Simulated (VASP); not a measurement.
# ZnO (P6_3mc) in VASP: a series of runs

The runs below take ZnO through single point, with r2SCAN.

Everything below comes from runs of VASP 6.6.1. Logs are shortened: lines on timing, memory, paths and dates and some standing lists are left out, and cuts for length are marked.

## Step 1: The cell of the first run

It takes space group P6_3mc (No. 186, hexagonal). The conventional cell has a = 3.235 Å, b = 3.235 Å, c = 5.212 Å, α = 90.00°, β = 90.00°, γ = 120.00°. Zn (site symmetry 3m) has 4 O at 1.97 to 1.98 Å within 2.6 Å. Within 2.6 Å of O (site symmetry 3m) lie 4 Zn at 1.97 to 1.98 Å.

## Step 2: Single point, r2SCAN

POSCAR reads:

```
ZnO
1.0
    3.2348691750      0.0000000000      0.0000000000
   -1.6174345875      2.8014788834      0.0000000000
    0.0000000000      0.0000000000      5.2123118262
Zn O
2 2
Direct
    0.6666666667      0.3333333333      0.5004294571
    0.3333333333      0.6666666667      0.0004294571
    0.6666666667      0.3333333333      0.8798805429
    0.3333333333      0.6666666667      0.3798805429
```

INCAR.step1 reads:

```
PREC = Accurate
ENCUT = 910
ISMEAR = 0
SIGMA = 0.01
LREAL = False
LASPH = True
NELM = 120
NBANDS = 26
GGA = PE
ALGO = Normal
EDIFF = 1E-5
LWAVE = True
LCHARG = False
GGA_COMPAT = False
```

INCAR.step2 reads:

```
PREC = Accurate
ENCUT = 910
EDIFF = 1E-6
ISMEAR = 0
SIGMA = 0.01
LREAL = False
LASPH = True
NELM = 120
ALGO = Normal
ISIF = 2
LWAVE = False
LCHARG = False
METAGGA = R2SCAN
LMIXTAU = True
NBANDS = 26
ISTART = 1
GGA_COMPAT = False
```

KPOINTS reads:

```
Automatic mesh
0
Gamma
  12 12 6
```

Potentials or basis: VASP PAW PBE potentials, release 64 (Zn, O_h).

Started as:

```console
cat potpaw_PBE.64/Zn/POTCAR potpaw_PBE.64/O_h/POTCAR > POTCAR
cp INCAR.step1 INCAR
mpirun -np 1 vasp_std > vasp.out
cp INCAR.step2 INCAR
mpirun -np 1 vasp_std > vasp.out
```

OUTCAR:

```text
PREC = Accurate
   ENCUT = 910
   EDIFF = 1E-6
   ISMEAR = 0
   LREAL = False
   LASPH = True
   NELM = 120
   ISIF = 2
   METAGGA = R2SCAN
   ISTART = 1

 ion  position               nearest neighbor table
   1  0.667  0.333  0.500-   4 1.97   4 1.97   4 1.97   3 1.98
   2  0.333  0.667  0.000-   3 1.97   3 1.97   3 1.97   4 1.98
   3  0.667  0.333  0.880-   2 1.97   2 1.97   2 1.97   1 1.98
   4  0.333  0.667  0.380-   1 1.97   1 1.97   1 1.97   2 1.98

  LATTYP: Found a hexagonal cell.
 ALAT       =     3.2348691750
 C/A-ratio  =     1.6112898372

  Lattice vectors:

 A1 = (   3.2348691750,   0.0000000000,   0.0000000000)
 A2 = (  -1.6174345875,   2.8014788834,   0.0000000000)
 A3 = (   0.0000000000,   0.0000000000,   5.2123118262)

Analysis of symmetry for initial positions (statically):
=====================================================================
 Subroutine PRICEL returns:
 Original cell was already a primitive cell.

 Routine SETGRP: Setting up the symmetry group for a
 hexagonal supercell.

 Subroutine GETGRP returns: Found 12 space group operations
 (whereof  6 operations were pure point group operations)
 out of a pool of 24 trial point group operations.

The static configuration has the point symmetry C_3v.
 The point group associated with its full space group is C_6v.

Analysis of symmetry for dynamics (positions and initial velocities):
=====================================================================
 Subroutine PRICEL returns:
 Original cell was already a primitive cell.

 Routine SETGRP: Setting up the symmetry group for a
 hexagonal supercell.

 Subroutine GETGRP returns: Found 12 space group operations
 (whereof  6 operations were pure point group operations)
 out of a pool of 24 trial point group operations.

The dynamic configuration has the point symmetry C_3v.
 The point group associated with its full space group is C_6v.

 Subroutine INISYM returns: Found 12 space group operations
 (whereof  6 operations are pure point group operations),
 and found     1 'primitive' translations

----------------------------------------------------------------------------------------

                                     Primitive cell

  volume of cell :      47.2361

  direct lattice vectors                    reciprocal lattice vectors
     3.234869175  0.000000000  0.000000000     0.309131512  0.178477162  0.000000000
    -1.617434588  2.801478883  0.000000000     0.000000000  0.356954324  0.000000000
     0.000000000  0.000000000  5.212311826     0.000000000  0.000000000  0.191853449

  length of vectors
     3.234869175  3.234869175  5.212311826     0.356954324  0.356954324  0.191853449

  position of ions in fractional coordinates (direct lattice)
     0.666666667  0.333333333  0.500429457
     0.333333333  0.666666667  0.000429457
     0.666666667  0.333333333  0.879880543
     0.333333333  0.666666667  0.379880543

  ion indices of the primitive-cell ions
   primitive index   ion index
                 1           1
                 2           2
                 3           3
                 4           4

----------------------------------------------------------------------------------------

 KPOINTS: Automatic mesh

Automatic generation of k-mesh.
 Grid dimensions read from file:
 generate k-points for:   12   12    6

 Generating k-lattice:

  Cartesian coordinates                     Fractional coordinates (reciprocal lattice)
     0.025760959  0.014873097  0.000000000     0.083333333  0.000000000  0.000000000
     0.000000000  0.029746194  0.000000000     0.000000000  0.083333333  0.000000000
     0.000000000  0.000000000  0.031975575     0.000000000  0.000000000  0.166666667

  Length of vectors
     0.029746194  0.029746194  0.031975575

  Shift w.r.t. Gamma in fractional coordinates (k-lattice)
     0.000000000  0.000000000  0.000000000

 Subroutine IBZKPT returns following result:
 ===========================================

 Found     76 irreducible k-points:

 Following reciprocal coordinates:
            Coordinates               Weight
  0.000000  0.000000  0.000000      1.000000
  0.083333 -0.000000  0.000000      6.000000
  0.166667 -0.000000  0.000000      6.000000
  0.250000  0.000000  0.000000      6.000000
  0.333333  0.000000  0.000000      6.000000
  0.416667 -0.000000  0.000000      6.000000
[... 16 lines left out ...]
  0.250000  0.000000  0.166667     12.000000
  0.333333  0.000000  0.166667     12.000000
 [... further k-points ...]
   k-points           NKPTS =     76   k-points in BZ     NKDIM =     76   number of bands    NBANDS=     26
   number of dos      NEDOS =    301   number of ions     NIONS =      4
   total plane-waves  NPLWV =  55296
   dimension x,y,z NGX =    32 NGY =   32 NGZ =   54
   dimension x,y,z NGXF=    64 NGYF=   64 NGZF=  108
   ions per type =               2   2
   NGX,Y,Z   is equivalent  to a cutoff of  16.45, 16.45, 17.22 a.u.
   NGXF,Y,Z  is equivalent  to a cutoff of  32.89, 32.89, 34.45 a.u.
 SYSTEM =  unknown system
   PREC   = accura    normal or accurate (medium, high low for compatibility)
   ISTART =      1    job   : 0-new  1-cont  2-samecut
   ICHARG =      0    charge: 1-file 2-atom 10-const
   ISPIN  =      1    spin polarized calculation?
   LNONCOLLINEAR =      F non collinear calculations
   LSORBIT =      F    spin-orbit coupling
   LASPH  =      T    aspherical Exc in radial PAW
   ENCUT  =  910.0 eV  66.88 Ry    8.18 a.u.   7.96  7.96 12.82*2*pi/ulx,y,z
   NELM   =    120;   NELMIN=  2; NELMDL=  0     # of ELM steps
   EDIFF  = 0.1E-05   stopping-criterion for ELM
   LREAL  =      F    real-space projection
   EDIFFG = 0.1E-04   stopping-criterion for IOM
   NSW    =      0    number of steps for IOM
   IBRION =     -1    ionic relax: 0-MD 1-quasi-New 2-CG
   NFREE  =      0    steps in history (QN), initial steepest desc. (CG)
   ISIF   =      2    stress and relaxation
   ISYM   =      2    0-nonsym 1-usesym 2-fastsym
   POTIM  = 0.5000    time-step for ionic-motion
   TEBEG  =    0.0;   TEEND  =   0.0 temperature during run
   PSTRESS=    0.0 pullay stress
   NELECT =      36.0000    total number of electrons
   NUPDOWN=      -1.0000    fix difference up-down
   EMIN   =  10.00;   EMAX   =-10.00  energy-range for DOS
   EFERMI =   0.00;   METHOD = LEGACY
   ISMEAR =     0;   SIGMA  =   0.01  broadening in eV -4-tet -1-fermi 0-gaus
   EFERMI_NEDOS =   21; number of points for ismear=-14 and -15
   IALGO  =     38    algorithm
   IMIX   =      4    mixing-type and parameters
     AMIX     =   0.40;   BMIX     =  1.00
     AMIX_MAG =   1.60;   BMIX_MAG =  1.00
  volume/ion in A,a.u.               =      11.81        79.69
  Fermi-wavevector in a.u.,A,eV,Ry     =   1.495378  2.825854 30.424721  2.236154
  Thomas-Fermi vector in A             =   2.607530
   LORBIT       =      0    0 simple, 1 ext, 2 COOP (PROOUT), +10 PAW based schemes
   METAGGA = R2SCAN    functional components
   LHFCALC =     F    Hartree Fock is set to
   AEXX    =    0.0000 exact exchange contribution
   IVDW    =     0    specifies the selected vdW correction
   LEPSILON=     F    determine dielectric tensor
   LRPA    =     F    only Hartree local field effects (RPA)
 non-spin polarized calculation
 Gauss-broadening in eV      SIGMA  =   0.01
  energy-cutoff  :      910.00
  volume of cell :       47.24
 maximum number of plane-waves:      2968
 NGX is ok and might be reduce to    32
   NGX = 15   NGY = 15   NGZ = 25

 number of electron      35.9999999 magnetization

 Free energy of the ion-electron system (eV)
  ---------------------------------------------------
  ext. energy  EPLUGINS =         0.00000000
  ---------------------------------------------------
  free energy    TOTEN  =       -36.33948039 eV

  energy without entropy =      -36.33948039  energy(sigma->0) =      -36.33948039

 E-fermi :   1.3535     XC(G=0): -11.7100

 val. band max:        1.2406179098   @ k =   0.0000   0.0000   0.0000
 cond. band min:       2.4766798644   @ k =   0.0000   0.0000   0.0000
 fundamental gap:      1.2360619547
 Fermi energy:         1.3534703913

 k-point     1 :       0.0000    0.0000    0.0000
  band No.  band energies     occupation
      1     -17.9060      2.00000
      2     -17.2109      2.00000
      3      -4.6140      2.00000
      4      -4.6140      2.00000
      5      -4.5610      2.00000
      6      -4.5124      2.00000
[... 18 lines left out ...]
     25      16.3736      0.00000
     26      16.3736      0.00000

 k-point     2 :       0.0833   -0.0000    0.0000
  band No.  band energies     occupation
      1     -17.8688      2.00000
      2     -17.1942      2.00000
      3      -4.6579      2.00000
      4      -4.5904      2.00000
      5      -4.5346      2.00000
      6      -4.4661      2.00000
[... 18 lines left out ...]
     25      16.3126      0.00000
     26      16.4745      0.00000

 k-point     3 :       0.1667   -0.0000    0.0000
  band No.  band energies     occupation
      1     -17.7642      2.00000
      2     -17.1499      2.00000
      3      -4.7583      2.00000
      4      -4.5279      2.00000
      5      -4.4969      2.00000
      6      -4.4211      2.00000
[... 18 lines left out ...]
     25      16.1690      0.00000
     26      16.5599      0.00000

 k-point     4 :       0.2500    0.0000    0.0000
  band No.  band energies     occupation
      1     -17.6127      2.00000
      2     -17.0940      2.00000
      3      -4.8588      2.00000
      4      -4.5136      2.00000
      5      -4.4498      2.00000
      6      -4.3219      2.00000
[... 18 lines left out ...]
     25      15.5135      0.00000
     26      16.3692      0.00000

 k-point     5 :       0.3333    0.0000    0.0000
  band No.  band energies     occupation
      1     -17.4463      2.00000
      2     -17.0482      2.00000
      3      -4.9027      2.00000
      4      -4.5458      2.00000
      5      -4.3839      2.00000
      6      -4.1792      2.00000
[... 18 lines left out ...]
     25      15.5171      0.00000
     26      16.2903      0.00000

 k-point     6 :       0.4167   -0.0000    0.0000
  band No.  band energies     occupation
      1     -17.3059      2.00000
      2     -17.0299      2.00000
      3      -4.8705      2.00000
      4      -4.5827      2.00000
      5      -4.3454      2.00000
      6      -4.0292      2.00000
[... 427 lines left out ...]
 k-point    21 :       0.0833   -0.0000    0.1667
  band No.  band energies     occupation
      1     -17.8254      2.00000
      2     -17.2413      2.00000
      3      -4.6823      2.00000
      4      -4.6075      2.00000
      5      -4.5816      2.00000
      6      -4.5476      2.00000
[... 18 lines left out ...]
     25      15.6376      0.00000
     26      16.2306      0.00000

 k-point    22 :       0.1667   -0.0000    0.1667
  band No.  band energies     occupation
      1     -17.7242      2.00000
      2     -17.1921      2.00000
      3      -4.7875      2.00000
      4      -4.5926      2.00000
      5      -4.5169      2.00000
      6      -4.4605      2.00000
[... 18 lines left out ...]
     25      15.3211      0.00000
     26      16.3203      0.00000

 k-point    23 :       0.2500    0.0000    0.1667
  band No.  band energies     occupation
      1     -17.5781      2.00000
      2     -17.1287      2.00000
      3      -4.8875      2.00000
      4      -4.6110      2.00000
      5      -4.4344      2.00000
      6      -4.3451      2.00000
[... 18 lines left out ...]
     25      15.5098      0.00000
     26      16.2336      0.00000

 k-point    24 :       0.3333    0.0000    0.1667
  band No.  band energies     occupation
      1     -17.4188      2.00000
      2     -17.0738      2.00000
      3      -4.9342      2.00000
      4      -4.6425      2.00000
      5      -4.3626      2.00000
      6      -4.2052      2.00000
[... 18 lines left out ...]
     25      15.5395      0.00000
     26      16.2134      0.00000

 [... further k-points ...]
[... 5 lines left out ...]
  --------------------------------------------------------------------------------------
  -------------------------------------------------------------------------------------
  Total        0.2385745      0.2385745      0.2360969      0.0000000      0.0000000      0.0000000
  in kB        8.0920779      8.0920779      8.0080431      0.0000000      0.0000000      0.0000000
  external PRESSURE =       8.0640663 kB  Pullay stress =       0.0000000 kB

 VOLUME and BASIS-vectors are now :
 -----------------------------------------------------------------------------
  energy-cutoff  :      910.00
  volume of cell :       47.24
      direct lattice vectors                 reciprocal lattice vectors
     3.234869175  0.000000000  0.000000000     0.309131512  0.178477162  0.000000000
    -1.617434588  2.801478883  0.000000000     0.000000000  0.356954324  0.000000000
     0.000000000  0.000000000  5.212311826     0.000000000  0.000000000  0.191853449

 POSITION                                       TOTAL-FORCE (eV/Angst)
 -----------------------------------------------------------------------------------
      1.61743      0.93383      2.60839        -0.000000     -0.000000     -0.001716
     -0.00000      1.86765      0.00224         0.000000      0.000000     -0.001716
      1.61743      0.93383      4.58621        -0.000000     -0.000000      0.001716
     -0.00000      1.86765      1.98006        -0.000000      0.000000      0.001716
 -----------------------------------------------------------------------------------
    total drift:                               -0.000000     -0.000000      0.011172

  FREE ENERGIE OF THE ION-ELECTRON SYSTEM (eV)
  ---------------------------------------------------
  free  energy   TOTEN  =       -36.3394803949 eV

  energy  without entropy=      -36.3394803949  energy(sigma->0) =      -36.33948039
```

Run time: 5.7 min. Hardware: 1 thread of Intel Xeon 6975P-C (Granite Rapids), shared host; peak memory 0.36 GiB.

What came out:

- Free energy: -36.3395 eV
- Pressure: 0.8 GPa
- Band gap on the k mesh: 1.24 eV

Levels at points of the mesh, in eV from the valence-band top:
```tsv
k point	band 16	band 17	band 18	band 19	band 20	band 21
(0.00, 0.00, 0.00)	-0.09	0.00	0.00	1.24	5.88	8.83
(0.50, 0.00, 0.00)	-2.33	-1.31	-0.87	6.44	7.36	8.08
(0.00, 0.00, 0.50)	-0.40	-0.40	-0.40	3.94	3.94	10.83
(0.50, 0.00, 0.50)	-1.55	-1.41	-1.41	6.26	6.26	9.18
```

Caveat: the cutoff is under 1.25 times the usual one of these potentials, so pressure, stress and relaxed cells hold a basis-set (Pulay) error; the PAW data sets were made with another functional, which shifts forces and pressure a little.

(Continued in part 2 of 2.)
